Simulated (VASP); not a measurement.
# Be2ZnSO3 (P1) in VASP: relaxation of cell and atoms with PBE

Aim: the relaxation of cell and atoms of Be2ZnSO3 with PBE.

All numbers are computed with VASP 6.6.1; they aren't measurements. Logs are shortened: lines on timing, memory, paths and dates and some standing lists are left out, and cuts for length are marked.

## 1. The cell of the first run

The typed cell holds 7 atoms: a = 4.245 Å, b = 4.262 Å, c = 5.687 Å, α = 99.97°, β = 98.67°, γ = 102.92°.

## 2. Relaxation of cell and atoms, PBE

The input, INCAR:

```
  PREC = Accurate
  ENCUT = 600
  EDIFF = 1E-7
  ISMEAR = 0
  SIGMA = 0.1
  LREAL = False
  LASPH = True
  NELM = 120
  ALGO = Normal
  ISIF = 3
  LWAVE = False
  LCHARG = False
  GGA = PE
  IBRION = 2
  NSW = 80
  EDIFFG = -0.025
  GGA_COMPAT = False
  NELMIN = 4
```

The input, KPOINTS:

```
regular mesh
0
Gamma
  4 4 4
```

The input, POSCAR:

```
Be2ZnSO3
1.0
    2.6431492965     -3.3211923352     -0.0149514733
    2.6568068893      3.3323106454     -0.0624072757
   -1.3978122765     -0.0420017376      5.5121478725
Be Zn S O
2 1 1 3
Direct
    0.4513458253      0.0112785642      0.5473110013
   -0.0242507932      0.4097696240      0.5306038282
    0.6906015751      0.6702119554      0.8843772999
    0.7621575595      0.7750348946      0.2924849501
    0.7257840694      0.2815244065      0.6860353640
    0.2760601915      0.7370702425      0.6923995109
    0.1183015725      0.1151103128      0.3667880455
```

Potentials or basis: VASP PAW PBE potentials, release 64 (Be, Zn, S, O).

Command:

```bash
> cat potpaw_PBE.64/Be/POTCAR potpaw_PBE.64/Zn/POTCAR potpaw_PBE.64/S/POTCAR potpaw_PBE.64/O/POTCAR > POTCAR
> mpirun -np 1 vasp_std > vasp.out
```

OUTCAR:

```text
PREC = Accurate
   ENCUT = 600
   EDIFF = 1E-7
   ISMEAR = 0
   LREAL = False
   LASPH = True
   NELM = 120
   ISIF = 3
   GGA = PE
   IBRION = 2
   NSW = 80
   EDIFFG = -0.025
   NELMIN = 4

 ion  position               nearest neighbor table
   1  0.451  0.011  0.547-   5 1.45   6 1.65   7 1.80   4 2.35
   2  0.976  0.410  0.531-   5 1.55   6 1.68   7 1.71   4 2.46   3 2.70
   3  0.691  0.670  0.884-   5 1.89   6 2.03   4 2.25   2 2.70
   4  0.762  0.775  0.292-   7 1.78   3 2.25   1 2.35   2 2.46
   5  0.726  0.282  0.686-   1 1.45   2 1.55   3 1.89
   6  0.276  0.737  0.692-   1 1.65   2 1.68   3 2.03
   7  0.118  0.115  0.367-   2 1.71   4 1.78   1 1.80

  LATTYP: Found a triclinic cell.
 ALAT       =     4.2446178011
 B/A-ratio  =     1.5675583870
 C/A-ratio  =     2.5086018390
 COS(alpha) =     0.0036707721
 COS(beta)  =     0.5378256371
 COS(gamma) =     0.7811230504

  Lattice vectors:

 A1 = (  -2.6431492965,   3.3211923352,   0.0149514733)
 A2 = (   0.0136575928,   6.6535029806,  -0.0474558024)
 A3 = (  -9.2021000951,   0.0197651172,  -5.3574303745)

Analysis of symmetry for initial positions (statically):
=====================================================================
 Subroutine PRICEL returns:
 Original cell was already a primitive cell.

 Routine SETGRP: Setting up the symmetry group for a
 triclinic supercell.

 Subroutine GETGRP returns: Found  1 space group operations
 (whereof  1 operations were pure point group operations)
 out of a pool of  2 trial point group operations.

The static configuration has the point symmetry C_1 .

Analysis of symmetry for dynamics (positions and initial velocities):
=====================================================================
 Subroutine PRICEL returns:
 Original cell was already a primitive cell.

 Routine SETGRP: Setting up the symmetry group for a
 triclinic supercell.

 Subroutine GETGRP returns: Found  1 space group operations
 (whereof  1 operations were pure point group operations)
 out of a pool of  2 trial point group operations.

The dynamic configuration has the point symmetry C_1 .

 Subroutine INISYM returns: Found  1 space group operations
 (whereof  1 operations are pure point group operations),
 and found     1 'primitive' translations

----------------------------------------------------------------------------------------

                                     Primitive cell

  volume of cell :      96.8231

  direct lattice vectors                    reciprocal lattice vectors
     2.643149296 -3.321192335 -0.014951473     0.189681578 -0.150351221  0.046955240
     2.656806889  3.332310645 -0.062407276     0.189082170  0.150258801  0.049093841
    -1.397812277 -0.042001738  5.512147872     0.002655248  0.001293374  0.182100678

  length of vectors
     4.244617801  4.262254304  5.686775666     0.246555034  0.246454822  0.182124628

  position of ions in fractional coordinates (direct lattice)
     0.451345825  0.011278564  0.547311001
     0.975749207  0.409769624  0.530603828
     0.690601575  0.670211955  0.884377300
     0.762157559  0.775034895  0.292484950
     0.725784069  0.281524406  0.686035364
     0.276060192  0.737070243  0.692399511
     0.118301573  0.115110313  0.366788046

  ion indices of the primitive-cell ions
   primitive index   ion index
                 1           1
                 2           2
                 3           3
                 4           4
                 5           5
                 6           6
                 7           7

----------------------------------------------------------------------------------------

 KPOINTS: regular mesh

Automatic generation of k-mesh.
 Grid dimensions read from file:
 generate k-points for:    4    4    4

 Generating k-lattice:

  Cartesian coordinates                     Fractional coordinates (reciprocal lattice)
     0.047420394 -0.037587805  0.011738810     0.250000000  0.000000000  0.000000000
     0.047270542  0.037564700  0.012273460     0.000000000  0.250000000 -0.000000000
     0.000663812  0.000323344  0.045525169     0.000000000  0.000000000  0.250000000

  Length of vectors
     0.061638759  0.061613706  0.045531157

  Shift w.r.t. Gamma in fractional coordinates (k-lattice)
     0.000000000  0.000000000  0.000000000

 Subroutine IBZKPT returns following result:
 ===========================================

 Found     36 irreducible k-points:

 Following reciprocal coordinates:
            Coordinates               Weight
  0.000000  0.000000  0.000000      1.000000
  0.250000  0.000000  0.000000      2.000000
  0.500000  0.000000  0.000000      1.000000
  0.000000  0.250000  0.000000      2.000000
  0.250000  0.250000  0.000000      2.000000
  0.500000  0.250000  0.000000      2.000000
[... 16 lines left out ...]
 -0.000000 -0.250000  0.250000      2.000000
  0.250000 -0.250000  0.250000      2.000000
 [... further k-points ...]
   k-points           NKPTS =     36   k-points in BZ     NKDIM =     36   number of bands    NBANDS=     24
   number of dos      NEDOS =    301   number of ions     NIONS =      7
   total plane-waves  NPLWV =  62208
   dimension x,y,z NGX =    36 NGY =   36 NGZ =   48
   dimension x,y,z NGXF=    72 NGYF=   72 NGZF=   96
   ions per type =               2   1   1   3
   NGX,Y,Z   is equivalent  to a cutoff of  14.10, 14.04, 14.03 a.u.
   NGXF,Y,Z  is equivalent  to a cutoff of  28.20, 28.08, 28.06 a.u.
 SYSTEM =  unknown system
   PREC   = accura    normal or accurate (medium, high low for compatibility)
   ISTART =      0    job   : 0-new  1-cont  2-samecut
   ICHARG =      2    charge: 1-file 2-atom 10-const
   ISPIN  =      1    spin polarized calculation?
   LNONCOLLINEAR =      F non collinear calculations
   LSORBIT =      F    spin-orbit coupling
   LASPH  =      T    aspherical Exc in radial PAW
   ENCUT  =  600.0 eV  44.10 Ry    6.64 a.u.   8.48  8.51 11.36*2*pi/ulx,y,z
   NELM   =    120;   NELMIN=  4; NELMDL= -5     # of ELM steps
   EDIFF  = 0.1E-06   stopping-criterion for ELM
   LREAL  =      F    real-space projection
   EDIFFG = -.3E-01   stopping-criterion for IOM
   NSW    =     80    number of steps for IOM
   IBRION =      2    ionic relax: 0-MD 1-quasi-New 2-CG
   NFREE  =      1    steps in history (QN), initial steepest desc. (CG)
   ISIF   =      3    stress and relaxation
   ISYM   =      2    0-nonsym 1-usesym 2-fastsym
   POTIM  = 0.5000    time-step for ionic-motion
   TEBEG  =    0.0;   TEEND  =   0.0 temperature during run
   PSTRESS=    0.0 pullay stress
   NELECT =      40.0000    total number of electrons
   NUPDOWN=      -1.0000    fix difference up-down
   EMIN   =  10.00;   EMAX   =-10.00  energy-range for DOS
   EFERMI =   0.00;   METHOD = LEGACY
   ISMEAR =     0;   SIGMA  =   0.10  broadening in eV -4-tet -1-fermi 0-gaus
   EFERMI_NEDOS =   21; number of points for ismear=-14 and -15
   IALGO  =     38    algorithm
   IMIX   =      4    mixing-type and parameters
     AMIX     =   0.40;   BMIX     =  1.00
     AMIX_MAG =   1.60;   BMIX_MAG =  1.00
  volume/ion in A,a.u.               =      13.83        93.34
  Fermi-wavevector in a.u.,A,eV,Ry     =   1.219275  2.304096 20.226858  1.486632
  Thomas-Fermi vector in A             =   2.354533
   LORBIT       =      0    0 simple, 1 ext, 2 COOP (PROOUT), +10 PAW based schemes
   GGA     = PE    functional components
   LHFCALC =     F    Hartree Fock is set to
   AEXX    =    0.0000 exact exchange contribution
   IVDW    =     0    specifies the selected vdW correction
   LEPSILON=     F    determine dielectric tensor
   LRPA    =     F    only Hartree local field effects (RPA)
 conjugate gradient relaxation of ions
 non-spin polarized calculation
 Gauss-broadening in eV      SIGMA  =   0.10
  energy-cutoff  :      600.00
  volume of cell :       96.82
 maximum number of plane-waves:      3258
 NGX is ok and might be reduce to    36
   NGX = 17   NGY = 17   NGZ = 23

--------------------------------------- Ionic step        1  -------------------------------------------

 number of electron      39.9999998 magnetization

 Free energy of the ion-electron system (eV)
  ---------------------------------------------------
  ext. energy  EPLUGINS =         0.00000000
  ---------------------------------------------------
  free energy    TOTEN  =       -38.59539832 eV

  energy without entropy =      -38.59539832  energy(sigma->0) =      -38.59539832

------------------------ aborting loop because EDIFF is reached ----------------------------------------

  FORCE on cell =-STRESS in cart. coord.  units (eV):
  Direction    XX          YY          ZZ          XY          YZ          ZX
  --------------------------------------------------------------------------------------
  -------------------------------------------------------------------------------------
  Total       -3.0904678     -2.6290601     -0.8906428      1.0690685      1.4158316      1.1119155
  in kB      -51.1393958    -43.5042698    -14.7378773     17.6903697     23.4284188     18.3993781
  external PRESSURE =     -36.4605143 kB  Pullay stress =       0.0000000 kB
[... 104 lines left out ...]
  FREE ENERGIE OF THE ION-ELECTRON SYSTEM (eV)
  ---------------------------------------------------
  free  energy   TOTEN  =       -39.0677533186 eV

  energy  without entropy=      -39.0677533186  energy(sigma->0) =      -39.06775332

[... ionic steps 4 to 17 ...]

--------------------------------------- Ionic step       18  -------------------------------------------

 number of electron      40.0000001 magnetization

------------------------ aborting loop because EDIFF is reached ----------------------------------------

  FORCE on cell =-STRESS in cart. coord.  units (eV):
  Direction    XX          YY          ZZ          XY          YZ          ZX
  --------------------------------------------------------------------------------------
  -------------------------------------------------------------------------------------
  Total        0.0040987     -0.0087490     -0.0693718      0.0377050     -0.0144454     -0.0197329
  in kB        0.0673857     -0.1438412     -1.1405273      0.6198991     -0.2374943     -0.3244246
  external PRESSURE =      -0.4056609 kB  Pullay stress =       0.0000000 kB
[... 67 lines left out ...]
  energy  without entropy=      -39.2242597174  energy(sigma->0) =      -39.22425972

--------------------------------------- Ionic step       20  -------------------------------------------

 number of electron      40.0000002 magnetization

 Free energy of the ion-electron system (eV)
  ---------------------------------------------------
  ext. energy  EPLUGINS =         0.00000000
  ---------------------------------------------------
  free energy    TOTEN  =       -39.22442578 eV

  energy without entropy =      -39.22442578  energy(sigma->0) =      -39.22442578

 E-fermi :   1.4115     XC(G=0):  -8.8447

 val. band max:        0.9064899732   @ k =  -0.2500  -0.2500   0.2500
 cond. band min:       3.4801197846   @ k =   0.2500   0.2500   0.0000
 fundamental gap:      2.5736298114
 Fermi energy:         1.4115044024

 k-point     1 :       0.0000    0.0000    0.0000
  band No.  band energies     occupation
      1     -18.7581      2.00000
      2     -16.6764      2.00000
      3     -16.0470      2.00000
      4     -10.4989      2.00000
      5      -5.2370      2.00000
      6      -5.0064      2.00000
[... 637 lines left out ...]
     23       7.6732      0.00000
     24       7.9233      0.00000

 [... further k-points ...]

------------------------ aborting loop because EDIFF is reached ----------------------------------------

  FORCE on cell =-STRESS in cart. coord.  units (eV):
  Direction    XX          YY          ZZ          XY          YZ          ZX
  --------------------------------------------------------------------------------------
  -------------------------------------------------------------------------------------
  Total       -0.0116354      0.0228757     -0.0035699      0.0150955     -0.0027399     -0.0192869
  in kB       -0.1913482      0.3761982     -0.0587085      0.2482499     -0.0450581     -0.3171786
  external PRESSURE =       0.0420472 kB  Pullay stress =       0.0000000 kB
[... 22 lines left out ...]
  FREE ENERGIE OF THE ION-ELECTRON SYSTEM (eV)
  ---------------------------------------------------
  free  energy   TOTEN  =       -39.2244257848 eV

  energy  without entropy=      -39.2244257848  energy(sigma->0) =      -39.22442578

 reached required accuracy - stopping structural energy minimisation
```

It took 26 min on 1 thread of Oxide Virtual Turin-like, shared host; peak memory 0.28 GiB.

What came out:

| Quantity | Value |
| --- | --- |
| Free energy | -39.2244 eV |
| Relaxed volume | 13.92 Å³/atom |
| Relaxed cell | a = 4.267 Å, b = 4.259 Å, c = 5.670 Å, α = 98.23°, β = 98.49°, γ = 103.43° |
| Space group after relaxing (to 0.1 Å) | Cm (No. 8) |
| Energy gained by relaxing | 89.9 meV/atom |
| Ionic steps | 20 |
| Pressure after relaxing | 0.0 GPa |
| Largest force after relaxing | 0.020 eV/Å |
| Band gap on the k mesh | 2.57 eV (least direct gap 2.67 eV) |

Forces in eV/Å, atoms in the order of the input:
```
Be  -0.006  0.007  0.001
Be   0.012 -0.003  0.002
Zn   0.000 -0.003  0.007
S   -0.010 -0.009 -0.004
O   -0.003  0.006  0.006
O    0.020 -0.001  0.003
O   -0.012  0.002 -0.014
```

Step by step:
```tsv
step	energy change (eV)	largest force (eV/Å)	pressure (GPa)	volume (Å³)
1	0.0000	3.1494	-3.65	96.82
2	-0.3934	1.9743	3.22	92.45
3	-0.4724	1.1000	0.46	93.70
4	-0.5622	0.7729	0.86	93.58
5	-0.5639	0.6084	0.77	93.60
6	-0.5979	0.2855	0.50	94.37
7	-0.6009	0.3032	0.42	94.67
8	-0.6145	0.2906	0.46	95.49
9	-0.6146	0.3368	0.47	95.59
10	-0.6219	0.1509	-0.32	96.67
11	-0.6219	0.1469	-0.29	96.62
12	-0.6264	0.0874	0.02	96.80
13	-0.6267	0.1146	0.13	96.85
14	-0.6277	0.0732	0.06	97.07
15	-0.6277	0.0574	0.06	97.05
16	-0.6283	0.0454	-0.02	97.23
17	-0.6285	0.0615	-0.13	97.43
18	-0.6289	0.0406	-0.04	97.45
19	-0.6289	0.0421	-0.03	97.45
20	-0.6290	0.0198	0.00	97.42
```

Final structure:
```yaml
crystal:
  lattice:
    - [2.64419, -3.34890, -0.00879]
    - [2.63816, 3.34324, 0.00034]
    - [-1.32131, 0.00835, 5.51408]
  atoms:
    - { symbol: Be, position: [0.41592, 0.01137, 0.54800] }
    - { symbol: Be, position: [0.01076, 0.41599, 0.54762] }
    - { symbol: Zn, position: [0.66397, 0.66302, 0.87978] }
    - { symbol: S, position: [0.78360, 0.78439, 0.28964] }
    - { symbol: O, position: [0.72530, 0.28464, 0.67591] }
    - { symbol: O, position: [0.28496, 0.72443, 0.67581] }
    - { symbol: O, position: [0.11549, 0.11615, 0.38324] }
```

Levels at points of the mesh, in eV from the valence-band top:
| k point | band 16 | band 17 | band 18 | band 19 | band 20 | band 21 | band 22 | band 23 | band 24 |
| --- | --- | --- | --- | --- | --- | --- | --- | --- | --- |
| (0.00, 0.00, 0.00) | -2.30 | -2.01 | -1.43 | -0.34 | -0.30 | 2.74 | 4.15 | 5.86 | 6.81 |
| (0.50, 0.00, 0.00) | -2.22 | -2.15 | -1.54 | -0.59 | -0.16 | 2.99 | 4.38 | 6.35 | 7.07 |
| (0.00, 0.50, 0.00) | -2.22 | -2.15 | -1.54 | -0.59 | -0.16 | 2.99 | 4.40 | 6.35 | 7.07 |
| (0.50, 0.50, 0.00) | -2.28 | -2.03 | -0.74 | -0.74 | -0.42 | 3.40 | 5.24 | 7.44 | 7.52 |
| (0.00, 0.00, 0.50) | -2.12 | -1.71 | -1.39 | -1.29 | -0.86 | 3.76 | 4.88 | 6.23 | 6.67 |
| (0.50, 0.00, 0.50) | -2.49 | -1.83 | -1.07 | -0.62 | -0.22 | 3.22 | 5.26 | 5.62 | 7.05 |
| (0.00, 0.50, 0.50) | -2.49 | -1.82 | -1.07 | -0.62 | -0.22 | 3.22 | 5.25 | 5.61 | 7.04 |
| (0.50, 0.50, 0.50) | -2.19 | -1.71 | -0.75 | -0.68 | -0.02 | 3.61 | 5.11 | 5.92 | 6.86 |

A k mesh can miss the band edges.
